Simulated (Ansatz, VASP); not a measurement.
## Ni in VASP and in Ansatz

The input POSCAR:

```
Ni
1.0
    0.0000000000      1.7330608651      1.7330608651
    1.7330608651      0.0000000000      1.7330608651
    1.7330608651      1.7330608651      0.0000000000
Ni
1
Direct
    0.0000000000      0.0000000000      0.0000000000
```

The input INCAR.step1:

```
SYSTEM = Ni
PREC = Accurate ; ENCUT = 520
ISMEAR = -1 ; SIGMA = 0.01
LREAL = .FALSE. ; LASPH = .TRUE.
NELM = 100 ; NBANDS = 11
GGA = PE ; ALGO = Normal
EDIFF = 1E-4 ; LWAVE = .TRUE.
LCHARG = .FALSE.
```

INCAR.step2

```
SYSTEM = Ni
PREC = Accurate ; ENCUT = 520
EDIFF = 1E-6 ; ISMEAR = -1
SIGMA = 0.01 ; LREAL = .FALSE.
LASPH = .TRUE. ; NELM = 100
ALGO = Normal ; ISIF = 2
LWAVE = .FALSE. ; LCHARG = .FALSE.
METAGGA = R2SCAN ; LMIXTAU = .TRUE.
NBANDS = 11 ; ISTART = 1
```

KPOINTS

```
Automatic mesh
0
G
  15 15 15
  0 0 0
```

Input for Ansatz:

```yaml
crystal:
  lattice:
    - [0.0, 1.7330608651, 1.7330608651]
    - [1.7330608651, 0.0, 1.7330608651]
    - [1.7330608651, 1.7330608651, 0.0]
  atoms:
    - { symbol: Ni, position: [0.0, 0.0, 0.0] }
hamiltonian:
  xc: r2scan
  pseudopotentials:
    kind: paw
    azcp:
      Ni: "pseudopotentials/Ni.paw.azcp"
basis:
  ecutwfc: 500
  fft_grid_basis: typed
kpoints:
  mp_grid: { grid: [15, 15, 15], shift: [0, 0, 0] }
magnetization:
  spin_polarized: false
scf:
  occupations: { method: fermi_dirac, width: 0.01 }
  lower_state_search: "off"
output:
  stress: true
  write_density: true
  write_potential: true
  elf: true
  volumetric_format: npy
```

Alike in both runs: task single point; functional r2SCAN; k mesh 15 × 15 × 15; occupations fermi-dirac, width 0.01 eV; no spin polarisation.

```csv
,VASP,Ansatz
version,VASP 6.6.1,Ansatz 0.2.0
potentials or method,"VASP PAW PBE potentials, release 64 (Ni), cutoff 520 eV","plane waves (500 eV) with PAW, scalar-relativistic"
valence electrons in the cell,10,18
```

```csv
,VASP,Ansatz,Ansatz less VASP
pressure (GPa),-0.1,-0.8,-0.64
```

VASP's potentials were made for PBE, not for r2SCAN. VASP's potentials hold 10 valence electrons a cell and Ansatz's 18, so a difference there can come from the potentials and not from the codes.
